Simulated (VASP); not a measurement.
BP (klda): vibrations by perturbation theory with LDA

Crystal: BP (klda).

```
B P
1.0
     0.00000    2.24530    2.24530
     2.24530    0.00000    2.24530
     2.24530    2.24530    0.00000
B P
1 1
Direct
  0.00000 0.00000 0.00000
  0.75000 0.75000 0.75000
```

* Program: VASP 6.6.1
* Task: vibrations by perturbation theory
* Functional: LDA
* Potentials or basis: VASP PAW LDA potentials, release 64 (B, P)
* Cutoff: 520 eV
* k mesh: 10 × 10 × 10
* Occupations: gaussian, width 0.01 eV
* Spin: no spin polarisation
* Dipole correction: no
* Further INCAR settings: ALGO = Normal; EDIFF = 1e-08; IBRION = 8; NSW = 1

| Item | Value |
| --- | --- |
| Electronic dielectric tensor (diagonal) | 9.28 |
| Born charges (mean of the diagonal) | B -0.62; P +0.62 e |
| Highest phonon frequency at Γ, LO-TO splitting left out | 819 cm⁻¹ |

Phonon frequencies in cm⁻¹ (negative: imaginary):
```tsv
q point	frequencies
(0.000, 0.000, 0.000)	0 0 0 819 819 819
```

Electronic dielectric tensor:
```
9.28 0.00 0.00
0.00 9.28 0.00
0.00 0.00 9.28
```

Born effective charge tensors (e):
atom 1, B
```
-0.62  0.00  0.00
 0.00 -0.62  0.00
 0.00  0.00 -0.62
```
atom 2, P
```
0.62 0.00 0.00
0.00 0.62 0.00
0.00 0.00 0.62
```

It took 3.1 min on 1 thread of Intel Xeon 8259CL, with other jobs on the host, peak memory 0.2 GiB.
